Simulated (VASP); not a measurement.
# As (Cmce) in VASP: single point with PBE+D3(BJ)

Aim: the single point of As with PBE+D3(BJ).

Everything below comes from runs of VASP 6.6.1. Logs are shortened: lines on timing, memory, paths and dates and some standing lists are left out, and cuts for length are marked.

**1. The cell of the first run**

It takes space group Cmce (No. 64, orthorhombic). Conventional cell: a = 3.736 Å, b = 10.827 Å, c = 4.298 Å, α = 90.00°, β = 90.00°, γ = 90.00°. Within 3.3 Å of As (site symmetry m) lie 5 As at 2.49 to 3.22 Å.

**2. Single point, PBE+D3(BJ)**

Contents of INCAR:

```
SYSTEM = As
  ALGO = Normal
  EDIFF = 1E-6
  ENCUT = 520
  GGA = PE
  ISIF = 2
  ISMEAR = 0
  IVDW = 12
  LASPH = .TRUE.
  LCHARG = .FALSE.
  LREAL = .FALSE.
  LWAVE = .FALSE.
  NBANDS = 18
  NELM = 100
  PREC = Accurate
  SIGMA = 0.1
```

Contents of KPOINTS:

```
k-points
0
G
  12 12 10
  0 0 0
```

Contents of POSCAR:

```
As
1.0
    1.8679641439     -5.4136180780      0.0000000000
    1.8679641439      5.4136180780      0.0000000000
    0.0000000000      0.0000000000      4.2982038371
As
4
Direct
    0.1126587450      0.8873412550      0.0556054930
    0.8873412550      0.1126587450      0.9443945070
    0.3873412550      0.6126587450      0.5556054930
    0.6126587450      0.3873412550      0.4443945070
```

Potentials or basis: VASP PAW PBE potentials, release 64 (As).

Launch:

```
$ cat potpaw_PBE.64/As/POTCAR > POTCAR
$ mpirun -np 1 vasp_std > vasp.out
```

OUTCAR:

```text
SYSTEM = As
   EDIFF = 1E-6
   ENCUT = 520
   GGA = PE
   ISIF = 2
   ISMEAR = 0
   IVDW = 12
   LASPH = .TRUE.
   LREAL = .FALSE.
   NELM = 100
   PREC = Accurate
 IVDW          = 12

 ion  position               nearest neighbor table
   1  0.113  0.887  0.056-   2 2.49   4 2.51   4 2.51
   2  0.887  0.113  0.944-   1 2.49   3 2.51   3 2.51
   3  0.387  0.613  0.556-   4 2.49   2 2.51   2 2.51
   4  0.613  0.387  0.444-   3 2.49   1 2.51   1 2.51

  LATTYP: Found a base centered orthorhombic cell.
 ALAT       =     3.7359282878
 B/A-ratio  =     2.8981381124
 C/A-ratio  =     1.1505049096

  Lattice vectors:

 A1 = (   1.8679641439,  -5.4136180780,   0.0000000000)
 A2 = (   1.8679641439,   5.4136180780,   0.0000000000)
 A3 = (   0.0000000000,   0.0000000000,   4.2982038371)

Analysis of symmetry for initial positions (statically):
=====================================================================
 Subroutine PRICEL returns:
 Original cell was already a primitive cell.

 Routine SETGRP: Setting up the symmetry group for a
 base centered orthorhombic supercell.

 Subroutine GETGRP returns: Found  8 space group operations
 (whereof  4 operations were pure point group operations)
 out of a pool of  8 trial point group operations.

The static configuration has the point symmetry C_2h.
 The point group associated with its full space group is D_2h.

Analysis of symmetry for dynamics (positions and initial velocities):
=====================================================================
 Subroutine PRICEL returns:
 Original cell was already a primitive cell.

 Routine SETGRP: Setting up the symmetry group for a
 base centered orthorhombic supercell.

 Subroutine GETGRP returns: Found  8 space group operations
 (whereof  4 operations were pure point group operations)
 out of a pool of  8 trial point group operations.

The dynamic configuration has the point symmetry C_2h.
 The point group associated with its full space group is D_2h.

 Subroutine INISYM returns: Found  8 space group operations
 (whereof  4 operations are pure point group operations),
 and found     1 'primitive' translations

----------------------------------------------------------------------------------------

                                     Primitive cell

  volume of cell :      86.9307

  direct lattice vectors                    reciprocal lattice vectors
     1.867964144 -5.413618078  0.000000000     0.267671091 -0.092359674  0.000000000
     1.867964144  5.413618078  0.000000000     0.267671091  0.092359674  0.000000000
     0.000000000  0.000000000  4.298203837     0.000000000  0.000000000  0.232655323

  length of vectors
     5.726827284  5.726827284  4.298203837     0.283157416  0.283157416  0.232655323

  position of ions in fractional coordinates (direct lattice)
     0.112658745  0.887341255  0.055605493
     0.887341255  0.112658745  0.944394507
     0.387341255  0.612658745  0.555605493
     0.612658745  0.387341255  0.444394507

  ion indices of the primitive-cell ions
   primitive index   ion index
                 1           1
                 2           2
                 3           3
                 4           4

----------------------------------------------------------------------------------------

 KPOINTS: k-points

Automatic generation of k-mesh.
 Grid dimensions read from file:
 generate k-points for:   12   12   10

 Generating k-lattice:

  Cartesian coordinates                     Fractional coordinates (reciprocal lattice)
     0.022305924 -0.007696639  0.000000000     0.083333333  0.000000000  0.000000000
     0.022305924  0.007696639  0.000000000     0.000000000  0.083333333  0.000000000
     0.000000000  0.000000000  0.023265532     0.000000000  0.000000000  0.100000000

  Length of vectors
     0.023596451  0.023596451  0.023265532

  Shift w.r.t. Gamma in fractional coordinates (k-lattice)
     0.000000000  0.000000000  0.000000000

 Subroutine IBZKPT returns following result:
 ===========================================

 Found    258 irreducible k-points:

 Following reciprocal coordinates:
            Coordinates               Weight
  0.000000  0.000000  0.000000      1.000000
  0.083333  0.000000  0.000000      4.000000
  0.166667  0.000000  0.000000      4.000000
  0.250000  0.000000  0.000000      4.000000
  0.333333  0.000000  0.000000      4.000000
  0.416667  0.000000  0.000000      4.000000
[... 16 lines left out ...]
  0.500000  0.166667  0.000000      4.000000
 -0.416667  0.166667  0.000000      4.000000
 [... further k-points ...]
   k-points           NKPTS =    258   k-points in BZ     NKDIM =    258   number of bands    NBANDS=     18
   number of dos      NEDOS =    301   number of ions     NIONS =      4
   total plane-waves  NPLWV =  73728
   dimension x,y,z NGX =    48 NGY =   48 NGZ =   32
   dimension x,y,z NGXF=    96 NGYF=   96 NGZF=   64
   ions per type =               4
   NGX,Y,Z   is equivalent  to a cutoff of  13.93, 13.93, 12.38 a.u.
   NGXF,Y,Z  is equivalent  to a cutoff of  27.87, 27.87, 24.75 a.u.
 SYSTEM =  As
   PREC   = accura    normal or accurate (medium, high low for compatibility)
   ISTART =      0    job   : 0-new  1-cont  2-samecut
   ICHARG =      2    charge: 1-file 2-atom 10-const
   ISPIN  =      1    spin polarized calculation?
   LNONCOLLINEAR =      F non collinear calculations
   LSORBIT =      F    spin-orbit coupling
   LASPH  =      T    aspherical Exc in radial PAW
   ENCUT  =  520.0 eV  38.22 Ry    6.18 a.u.  10.65 10.65  7.99*2*pi/ulx,y,z
   NELM   =    100;   NELMIN=  2; NELMDL= -5     # of ELM steps
   EDIFF  = 0.1E-05   stopping-criterion for ELM
   LREAL  =      F    real-space projection
   EDIFFG = 0.1E-04   stopping-criterion for IOM
   NSW    =      0    number of steps for IOM
   IBRION =     -1    ionic relax: 0-MD 1-quasi-New 2-CG
   NFREE  =      0    steps in history (QN), initial steepest desc. (CG)
   ISIF   =      2    stress and relaxation
   ISYM   =      2    0-nonsym 1-usesym 2-fastsym
   POTIM  = 0.5000    time-step for ionic-motion
   TEBEG  =    0.0;   TEEND  =   0.0 temperature during run
   PSTRESS=    0.0 pullay stress
   NELECT =      20.0000    total number of electrons
   NUPDOWN=      -1.0000    fix difference up-down
   EMIN   =  10.00;   EMAX   =-10.00  energy-range for DOS
   EFERMI =   0.00;   METHOD = LEGACY
   ISMEAR =     0;   SIGMA  =   0.10  broadening in eV -4-tet -1-fermi 0-gaus
   EFERMI_NEDOS =   21; number of points for ismear=-14 and -15
   IALGO  =     38    algorithm
   IMIX   =      4    mixing-type and parameters
     AMIX     =   0.40;   BMIX     =  1.00
     AMIX_MAG =   1.60;   BMIX_MAG =  1.00
  volume/ion in A,a.u.               =      21.73       146.66
  Fermi-wavevector in a.u.,A,eV,Ry     =   1.003137  1.895655 13.691335  1.006285
  Thomas-Fermi vector in A             =   2.135670
   LORBIT       =      0    0 simple, 1 ext, 2 COOP (PROOUT), +10 PAW based schemes
   GGA     = PE    functional components
   LHFCALC =     F    Hartree Fock is set to
   AEXX    =    0.0000 exact exchange contribution
   IVDW    =    12    specifies the selected vdW correction
   LEPSILON=     F    determine dielectric tensor
   LRPA    =     F    only Hartree local field effects (RPA)
 non-spin polarized calculation
 Gauss-broadening in eV      SIGMA  =   0.10
  energy-cutoff  :      520.00
  volume of cell :       86.93
 maximum number of plane-waves:      2372
 NGX is ok and might be reduce to    48
   NGX = 21   NGY = 21   NGZ = 15

 number of electron      19.9999997 magnetization

 Free energy of the ion-electron system (eV)
  ---------------------------------------------------
  ext. energy  EPLUGINS =         0.00000000
  ---------------------------------------------------
  free energy    TOTEN  =       -18.51416444 eV

  energy without entropy =      -18.51295206  energy(sigma->0) =      -18.51355825

 E-fermi :   5.0790     XC(G=0):  -9.9317

 val. band max:        5.0760065827   @ k =   0.5000   0.5000   0.1000
 cond. band min:       5.0905669197   @ k =   0.5000   0.4167   0.1000
 fundamental gap:      0.0145603370
 Fermi energy:         5.0789666652

 k-point     1 :       0.0000    0.0000    0.0000
  band No.  band energies     occupation
      1      -9.7350      2.00000
      2      -6.7920      2.00000
      3      -4.0820      2.00000
      4      -1.1078      2.00000
      5      -0.8257      2.00000
      6       0.8394      2.00000
[... 10 lines left out ...]
     17      11.9561      0.00000
     18      12.1218      0.00000

 k-point     2 :       0.0833    0.0000    0.0000
  band No.  band energies     occupation
      1      -9.6635      2.00000
      2      -6.7417      2.00000
      3      -4.1882      2.00000
      4      -1.0994      2.00000
      5      -1.0187      2.00000
      6       0.9143      2.00000
[... 10 lines left out ...]
     17      11.3136      0.00000
     18      12.1355      0.00000

 k-point     3 :       0.1667    0.0000    0.0000
  band No.  band energies     occupation
      1      -9.4498      2.00000
      2      -6.5897      2.00000
      3      -4.5150      2.00000
      4      -1.7774      2.00000
      5      -0.7550      2.00000
      6       1.1341      2.00000
[... 10 lines left out ...]
     17      10.5355      0.00000
     18      12.1033      0.00000

 k-point     4 :       0.2500    0.0000    0.0000
  band No.  band energies     occupation
      1      -9.0977      2.00000
      2      -6.3337      2.00000
      3      -5.0582      2.00000
      4      -2.6162      2.00000
      5      -0.3276      2.00000
      6       1.1937      2.00000
[... 375 lines left out ...]
      4      -3.8599      2.00000
      5       1.2535      2.00000
      6       1.6540      2.00000
[... 10 lines left out ...]
     17      13.0323      0.00000
     18      13.1358      0.00000

 k-point    23 :       0.5000    0.1667    0.0000
  band No.  band energies     occupation
      1      -8.4178      2.00000
      2      -6.4369      2.00000
      3      -5.8781      2.00000
      4      -3.1394      2.00000
      5       1.0278      2.00000
      6       1.2214      2.00000
[... 10 lines left out ...]
     17      12.0789      0.00000
     18      12.9650      0.00000

 k-point    24 :      -0.4167    0.1667    0.0000
  band No.  band energies     occupation
      1      -8.9155      2.00000
      2      -6.7899      2.00000
      3      -5.1227      2.00000
      4      -2.4211      2.00000
      5       0.4084      2.00000
      6       1.1547      2.00000
[... 10 lines left out ...]
     17      10.7564      0.00000
     18      12.2157      0.00000

 [... further k-points ...]

------------------------ aborting loop because EDIFF is reached ----------------------------------------

 Edisp (eV)   -1.65996

 E8    (eV) :    -0.7024

  FORCE on cell =-STRESS in cart. coord.  units (eV):
  Direction    XX          YY          ZZ          XY          YZ          ZX
  --------------------------------------------------------------------------------------
  -------------------------------------------------------------------------------------
  Total       0.17167     0.20773     0.16080     0.00000    -0.00000     0.00000
  in kB       3.16399     3.82853     2.96367     0.00000    -0.00000     0.00000
  external pressure =        3.32 kB  Pullay stress =        0.00 kB

 VOLUME and BASIS-vectors are now :
 -----------------------------------------------------------------------------
  energy-cutoff  :      520.00
  volume of cell :       86.93
      direct lattice vectors                 reciprocal lattice vectors
     1.867964144 -5.413618078  0.000000000     0.267671091 -0.092359674  0.000000000
     1.867964144  5.413618078  0.000000000     0.267671091  0.092359674  0.000000000
     0.000000000  0.000000000  4.298203837     0.000000000  0.000000000  0.232655323

 POSITION                                       TOTAL-FORCE (eV/Angst)
 -----------------------------------------------------------------------------------
      1.86796      4.19384      0.23900         0.000000     -0.044093     -0.041866
      1.86796     -4.19384      4.05920         0.000000      0.044093      0.041866
      1.86796      1.21978      2.38811         0.000000      0.044093     -0.041866
      1.86796     -1.21978      1.91010         0.000000     -0.044093      0.041866
 -----------------------------------------------------------------------------------
    total drift:                               -0.000000      0.000000     -0.000000

  FREE ENERGIE OF THE ION-ELECTRON SYSTEM (eV)
  ---------------------------------------------------
  free  energy   TOTEN  =       -20.1741247418 eV

  energy  without entropy=      -20.1729123564  energy(sigma->0) =      -20.17351855
```

It took 4.3 min on 1 thread of Intel Xeon Platinum 8375C at 2.90GHz (Ice Lake), shared host; peak memory 0.48 GiB.

Results:

```yaml
Free_energy: -20.1741 eV
Pressure: 0.3 GPa
Largest_force: 0.061 eV/Å
Band_gap_on_the_k_mesh: zero (bands 10 and 11 overlap by 0.35 eV)
Dispersion_energy_per_atom: -0.415 eV
```

Forces on the atoms (eV/Å):
```
As   0.000 -0.044 -0.042
As   0.000  0.044  0.042
As   0.000  0.044 -0.042
As   0.000 -0.044  0.042
```

Levels at points of the mesh, in eV from the Fermi level:
| k point | band 8 | band 9 | band 10 | band 11 | band 12 | band 13 |
| --- | --- | --- | --- | --- | --- | --- |
| (0.00, 0.00, 0.00) | -2.27 | -2.02 | -0.89 | 1.96 | 2.38 | 2.46 |
| (0.50, 0.00, 0.00) | -2.38 | -2.14 | -2.14 | 0.83 | 0.83 | 1.25 |
| (0.50, 0.50, 0.00) | -1.67 | -1.49 | -0.44 | 0.00 | 1.98 | 2.29 |
| (0.00, 0.00, 0.50) | -2.14 | -0.56 | -0.56 | 0.81 | 0.81 | 1.66 |
| (0.50, 0.00, 0.50) | -4.73 | -1.84 | -1.84 | 1.97 | 1.97 | 5.17 |
| (0.50, 0.50, 0.50) | -1.71 | -1.13 | -1.13 | 1.44 | 1.44 | 1.77 |
